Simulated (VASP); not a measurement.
# Pr2B (Cmcm) in VASP: single point with PBE

Aim: the single point of Pr2B with PBE.

Everything below comes from runs of VASP 6.6.1. Logs are shortened: lines on timing, memory, paths and dates and some standing lists are left out, and cuts for length are marked.

**1. The cell of the first run**

The structure is orthorhombic, space group Cmcm (No. 63). The conventional cell has a = 3.820 Å, b = 12.003 Å, c = 6.705 Å, α = 90.00°, β = 90.00°, γ = 90.00°. Within 3.9 Å of Pr (site symmetry 2/m) lie 4 B at 2.85 Å and 10 Pr at 3.35 to 3.82 Å. Pr (site symmetry m2m) has 5 B at 2.74 to 4.03 Å and 12 Pr at 3.66 to 3.89 Å within 4.1 Å. B (site symmetry m2m) has 9 Pr at 2.74 to 4.03 Å and 4 B at 3.82 to 4.23 Å within 4.3 Å.

The cell was generated, and may not be a known phase.

**2. Single point, PBE**

Contents of INCAR:

```
SYSTEM = Pr2B
ALGO = Normal ; EDIFF = 1E-6
ENCUT = 500 ; GGA = PE
GGA_COMPAT = .FALSE. ; ISIF = 2
ISMEAR = 0 ; LASPH = .TRUE.
LCHARG = .FALSE. ; LMAXMIX = 6
LREAL = .FALSE. ; LWAVE = .FALSE.
NBANDS = 34 ; NELM = 200
PREC = Accurate ; SIGMA = 0.1
```

Contents of KPOINTS:

```
k-points
0
G
  6 6 4
  0 0 0
```

Contents of POSCAR:

```
Pr2B
1.0
    1.9101594702     -6.0015183903      0.0000000000
    1.9101594702      6.0015183903      0.0000000000
    0.0000000000      0.0000000000      6.7052125008
Pr B
4 2
Direct
    0.0000000000      0.0000000000      0.5000000000
    0.0000000000      0.0000000000      0.0000000000
    0.2715247852      0.7284752148      0.2500000000
    0.7284752148      0.2715247852      0.7500000000
    0.6075508585      0.3924491415      0.2500000000
    0.3924491415      0.6075508585      0.7500000000
```

Potentials or basis: VASP PAW PBE potentials, release 64 (Pr_3, B), 4f in core.

Run with:

```
cat potpaw_PBE.64/Pr_3/POTCAR potpaw_PBE.64/B/POTCAR > POTCAR
mpirun -np 1 vasp_std > vasp.out
```

OUTCAR:

```text
SYSTEM = Pr2B
   EDIFF = 1E-6
   ENCUT = 500
   GGA = PE
   ISIF = 2
   ISMEAR = 0
   LASPH = .TRUE.
   LREAL = .FALSE.
   NELM = 200
   PREC = Accurate

 ion  position               nearest neighbor table
   1  0.000  0.000  0.500-   5 2.85   6 2.85   5 2.85   6 2.85   2 3.35   2 3.35   4 3.66   3 3.66
                             4 3.74   3 3.74   3 3.74   4 3.74
   2  0.000  0.000  0.000-   5 2.85   6 2.85   5 2.85   6 2.85   1 3.35   1 3.35   4 3.66   3 3.66
                             4 3.74   3 3.74   3 3.74   4 3.74
   3  0.272  0.728  0.250-   5 2.74   5 2.74   2 3.66   1 3.66   1 3.74   1 3.74   2 3.74   2 3.74
                             4 3.89   4 3.89   4 3.89   4 3.89
   4  0.728  0.272  0.750-   6 2.74   6 2.74   2 3.66   1 3.66   2 3.74   1 3.74   1 3.74   2 3.74
                             3 3.89   3 3.89   3 3.89   3 3.89
   5  0.608  0.392  0.250-   3 2.74   3 2.74   2 2.85   1 2.85   1 2.85   2 2.85
   6  0.392  0.608  0.750-   4 2.74   4 2.74   1 2.85   1 2.85   2 2.85   2 2.85

  LATTYP: Found a base centered orthorhombic cell.
 ALAT       =     3.8203189404
 B/A-ratio  =     3.1418939015
 C/A-ratio  =     1.7551446896

  Lattice vectors:

 A1 = (   1.9101594702,  -6.0015183903,   0.0000000000)
 A2 = (   1.9101594702,   6.0015183903,   0.0000000000)
 A3 = (   0.0000000000,   0.0000000000,   6.7052125008)

Analysis of symmetry for initial positions (statically):
=====================================================================
 Subroutine PRICEL returns:
 Original cell was already a primitive cell.

 Routine SETGRP: Setting up the symmetry group for a
 base centered orthorhombic supercell.

 Subroutine GETGRP returns: Found  8 space group operations
 (whereof  4 operations were pure point group operations)
 out of a pool of  8 trial point group operations.

The static configuration has the point symmetry C_2h.
 The point group associated with its full space group is D_2h.

Analysis of symmetry for dynamics (positions and initial velocities):
=====================================================================
 Subroutine PRICEL returns:
 Original cell was already a primitive cell.

 Routine SETGRP: Setting up the symmetry group for a
 base centered orthorhombic supercell.

 Subroutine GETGRP returns: Found  8 space group operations
 (whereof  4 operations were pure point group operations)
 out of a pool of  8 trial point group operations.

The dynamic configuration has the point symmetry C_2h.
 The point group associated with its full space group is D_2h.

 Subroutine INISYM returns: Found  8 space group operations
 (whereof  4 operations are pure point group operations),
 and found     1 'primitive' translations

----------------------------------------------------------------------------------------

                                     Primitive cell

  volume of cell :     153.7352

  direct lattice vectors                    reciprocal lattice vectors
     1.910159470 -6.001518390  0.000000000     0.261758250 -0.083312250  0.000000000
     1.910159470  6.001518390  0.000000000     0.261758250  0.083312250  0.000000000
     0.000000000  0.000000000  6.705212501     0.000000000  0.000000000  0.149137704

  length of vectors
     6.298168955  6.298168955  6.705212501     0.274696764  0.274696764  0.149137704

  position of ions in fractional coordinates (direct lattice)
     0.000000000  0.000000000  0.500000000
     0.000000000  0.000000000  0.000000000
     0.271524785  0.728475215  0.250000000
     0.728475215  0.271524785  0.750000000
     0.607550858  0.392449142  0.250000000
     0.392449142  0.607550858  0.750000000

  ion indices of the primitive-cell ions
   primitive index   ion index
                 1           1
                 2           2
                 3           3
                 4           4
                 5           5
                 6           6

----------------------------------------------------------------------------------------

 KPOINTS: k-points

Automatic generation of k-mesh.
 Grid dimensions read from file:
 generate k-points for:    6    6    4

 Generating k-lattice:

  Cartesian coordinates                     Fractional coordinates (reciprocal lattice)
     0.043626375 -0.013885375  0.000000000     0.166666667  0.000000000  0.000000000
     0.043626375  0.013885375  0.000000000     0.000000000  0.166666667  0.000000000
     0.000000000  0.000000000  0.037284426     0.000000000  0.000000000  0.250000000

  Length of vectors
     0.045782794  0.045782794  0.037284426

  Shift w.r.t. Gamma in fractional coordinates (k-lattice)
     0.000000000  0.000000000  0.000000000

 Subroutine IBZKPT returns following result:
 ===========================================

 Found     39 irreducible k-points:

 Following reciprocal coordinates:
            Coordinates               Weight
  0.000000  0.000000  0.000000      1.000000
  0.166667  0.000000  0.000000      4.000000
  0.333333  0.000000  0.000000      4.000000
  0.500000  0.000000  0.000000      2.000000
  0.166667  0.166667  0.000000      2.000000
  0.333333  0.166667  0.000000      4.000000
[... 16 lines left out ...]
  0.333333  0.333333  0.250000      4.000000
  0.500000  0.333333  0.250000      8.000000
 [... further k-points ...]
   k-points           NKPTS =     39   k-points in BZ     NKDIM =     39   number of bands    NBANDS=     34
   number of dos      NEDOS =    301   number of ions     NIONS =      6
   total plane-waves  NPLWV = 115200
   dimension x,y,z NGX =    48 NGY =   48 NGZ =   50
   dimension x,y,z NGXF=    96 NGYF=   96 NGZF=  100
   ions per type =               4   2
   NGX,Y,Z   is equivalent  to a cutoff of  12.67, 12.67, 12.40 a.u.
   NGXF,Y,Z  is equivalent  to a cutoff of  25.34, 25.34, 24.79 a.u.
 SYSTEM =  Pr2B
   PREC   = accura    normal or accurate (medium, high low for compatibility)
   ISTART =      0    job   : 0-new  1-cont  2-samecut
   ICHARG =      2    charge: 1-file 2-atom 10-const
   ISPIN  =      1    spin polarized calculation?
   LNONCOLLINEAR =      F non collinear calculations
   LSORBIT =      F    spin-orbit coupling
   LASPH  =      T    aspherical Exc in radial PAW
   ENCUT  =  500.0 eV  36.75 Ry    6.06 a.u.  11.48 11.48 12.23*2*pi/ulx,y,z
   NELM   =    200;   NELMIN=  2; NELMDL= -5     # of ELM steps
   EDIFF  = 0.1E-05   stopping-criterion for ELM
   LREAL  =      F    real-space projection
   EDIFFG = 0.1E-04   stopping-criterion for IOM
   NSW    =      0    number of steps for IOM
   IBRION =     -1    ionic relax: 0-MD 1-quasi-New 2-CG
   NFREE  =      0    steps in history (QN), initial steepest desc. (CG)
   ISIF   =      2    stress and relaxation
   ISYM   =      2    0-nonsym 1-usesym 2-fastsym
   POTIM  = 0.5000    time-step for ionic-motion
   TEBEG  =    0.0;   TEEND  =   0.0 temperature during run
   PSTRESS=    0.0 pullay stress
   NELECT =      50.0000    total number of electrons
   NUPDOWN=      -1.0000    fix difference up-down
   EMIN   =  10.00;   EMAX   =-10.00  energy-range for DOS
   EFERMI =   0.00;   METHOD = LEGACY
   ISMEAR =     0;   SIGMA  =   0.10  broadening in eV -4-tet -1-fermi 0-gaus
   EFERMI_NEDOS =   21; number of points for ismear=-14 and -15
   IALGO  =     38    algorithm
   IMIX   =      4    mixing-type and parameters
     AMIX     =   0.40;   BMIX     =  1.00
     AMIX_MAG =   1.60;   BMIX_MAG =  1.00
  volume/ion in A,a.u.               =      25.62       172.91
  Fermi-wavevector in a.u.,A,eV,Ry     =   1.125832  2.127515 17.245364  1.267499
  Thomas-Fermi vector in A             =   2.262511
   LORBIT       =      0    0 simple, 1 ext, 2 COOP (PROOUT), +10 PAW based schemes
   GGA     = PE    functional components
   LHFCALC =     F    Hartree Fock is set to
   AEXX    =    0.0000 exact exchange contribution
   IVDW    =     0    specifies the selected vdW correction
   LEPSILON=     F    determine dielectric tensor
   LRPA    =     F    only Hartree local field effects (RPA)
 non-spin polarized calculation
 Gauss-broadening in eV      SIGMA  =   0.10
  energy-cutoff  :      500.00
  volume of cell :      153.74
 maximum number of plane-waves:      3929
 NGX is ok and might be reduce to    48
   NGX = 23   NGY = 23   NGZ = 25

 number of electron      50.0000000 magnetization

 Free energy of the ion-electron system (eV)
  ---------------------------------------------------
  ext. energy  EPLUGINS =         0.00000000
  ---------------------------------------------------
  free energy    TOTEN  =       -31.25034524 eV

  energy without entropy =      -31.21955245  energy(sigma->0) =      -31.23494884

 E-fermi :   3.7596     XC(G=0):  -9.9889

 val. band max:        3.7477820516   @ k =   0.5000   0.5000   0.2500
 cond. band min:       3.7620798270   @ k =   0.1667   0.1667   0.5000
 fundamental gap:      0.0142977754
 Fermi energy:         3.7596179959

 k-point     1 :       0.0000    0.0000    0.0000
  band No.  band energies     occupation
      1     -32.4334      2.00000
      2     -32.3649      2.00000
      3     -32.1624      2.00000
      4     -32.0367      2.00000
      5     -14.9870      2.00000
      6     -14.8313      2.00000
[... 26 lines left out ...]
     33       6.1091      0.00000
     34       6.4136      0.00000

 k-point     2 :       0.1667    0.0000    0.0000
  band No.  band energies     occupation
      1     -32.4185      2.00000
      2     -32.3602      2.00000
      3     -32.1576      2.00000
      4     -32.0287      2.00000
      5     -14.9624      2.00000
      6     -14.7964      2.00000
[... 26 lines left out ...]
     33       6.2224      0.00000
     34       7.0928      0.00000

 k-point     3 :       0.3333    0.0000    0.0000
  band No.  band energies     occupation
      1     -32.3855      2.00000
      2     -32.3530      2.00000
      3     -32.1483      2.00000
      4     -32.0128      2.00000
      5     -14.9476      2.00000
      6     -14.7310      2.00000
[... 26 lines left out ...]
     33       6.8154      0.00000
     34       6.9307      0.00000
[... 704 lines left out ...]
 k-point    23 :       0.3333    0.3333    0.2500
  band No.  band energies     occupation
      1     -32.3748      2.00000
      2     -32.3568      2.00000
      3     -32.1352      2.00000
      4     -32.0341      2.00000
      5     -14.8354      2.00000
      6     -14.7525      2.00000
[... 26 lines left out ...]
     33       6.9419      0.00000
     34       7.1338      0.00000

 k-point    24 :       0.5000    0.3333    0.2500
  band No.  band energies     occupation
      1     -32.3986      2.00000
      2     -32.3670      2.00000
      3     -32.1510      2.00000
      4     -32.0501      2.00000
      5     -14.8979      2.00000
      6     -14.7788      2.00000
[... 26 lines left out ...]
     33       6.3649      0.00000
     34       6.8409      0.00000

 [... further k-points ...]
[... 5 lines left out ...]
  --------------------------------------------------------------------------------------
  -------------------------------------------------------------------------------------
  Total        0.1571504     -0.1618660     -0.1271674      0.0000000      0.0000000      0.0000000
  in kB        1.6377695     -1.6869136     -1.3252964      0.0000000      0.0000000      0.0000000
  external PRESSURE =      -0.4581469 kB  Pullay stress =       0.0000000 kB

 VOLUME and BASIS-vectors are now :
 -----------------------------------------------------------------------------
  energy-cutoff  :      500.00
  volume of cell :      153.74
      direct lattice vectors                 reciprocal lattice vectors
     1.910159470 -6.001518390  0.000000000     0.261758250 -0.083312250  0.000000000
     1.910159470  6.001518390  0.000000000     0.261758250  0.083312250  0.000000000
     0.000000000  0.000000000  6.705212501     0.000000000  0.000000000  0.149137704

 POSITION                                       TOTAL-FORCE (eV/Angst)
 -----------------------------------------------------------------------------------
      0.00000      0.00000      3.35261         0.000000      0.000000     -0.000000
      0.00000      0.00000      0.00000         0.000000      0.000000     -0.000000
      1.91016      2.74240      1.67630         0.000000      0.080424     -0.000000
      1.91016     -2.74240      5.02891         0.000000     -0.080424      0.000000
      1.91016     -1.29094      1.67630         0.000000      0.007958      0.000000
      1.91016      1.29094      5.02891         0.000000     -0.007958      0.000000
 -----------------------------------------------------------------------------------
    total drift:                                0.000000     -0.000000     -0.000000

  FREE ENERGIE OF THE ION-ELECTRON SYSTEM (eV)
  ---------------------------------------------------
  free  energy   TOTEN  =       -31.2503452395 eV

  energy  without entropy=      -31.2195524464  energy(sigma->0) =      -31.23494884
```

Run time: 2.4 min. Hardware: 1 thread of Intel Xeon 6975P-C (Granite Rapids), shared host; peak memory 0.41 GiB.

Results:

| Quantity | Value |
| --- | --- |
| Free energy | -31.2503 eV |
| Pressure | 0.0 GPa |
| Largest force | 0.080 eV/Å |
| Band gap on the k mesh | zero (bands 25 and 26 overlap by 0.71 eV) |

Forces in eV/Å, atoms in the order of the input:
```
Pr   0.000  0.000  0.000
Pr   0.000  0.000  0.000
Pr   0.000  0.080  0.000
Pr   0.000 -0.080  0.000
B    0.000  0.008  0.000
B    0.000 -0.008  0.000
```

Stress tensor (GPa, compression positive):
```
 0.16  0.00  0.00
 0.00 -0.17  0.00
 0.00  0.00 -0.13
```

Levels at points of the mesh, in eV from the Fermi level:
```csv
k point,band 23,band 24,band 25,band 26,band 27,band 28
"(0.00, 0.00, 0.00)",-0.93,-0.73,-0.37,0.49,0.74,1.07
"(0.50, 0.00, 0.00)",-0.56,-0.50,-0.49,0.17,0.37,0.79
"(0.50, 0.50, 0.00)",-0.91,-0.04,0.24,0.29,0.58,0.71
"(0.00, 0.00, 0.50)",-0.26,-0.26,0.12,0.12,0.74,0.74
"(0.50, 0.00, 0.50)",-0.96,-0.96,0.24,0.24,0.53,0.53
"(0.50, 0.50, 0.50)",-0.41,-0.41,-0.22,-0.22,0.47,0.47
```

Caveat: spin-orbit coupling is left out, which moves the levels of the heavy elements; the 4f electrons are frozen in the core, so they carry no moment and show no levels. Spin polarisation is off, so any magnetic state and its effect on volume and gap are missing.
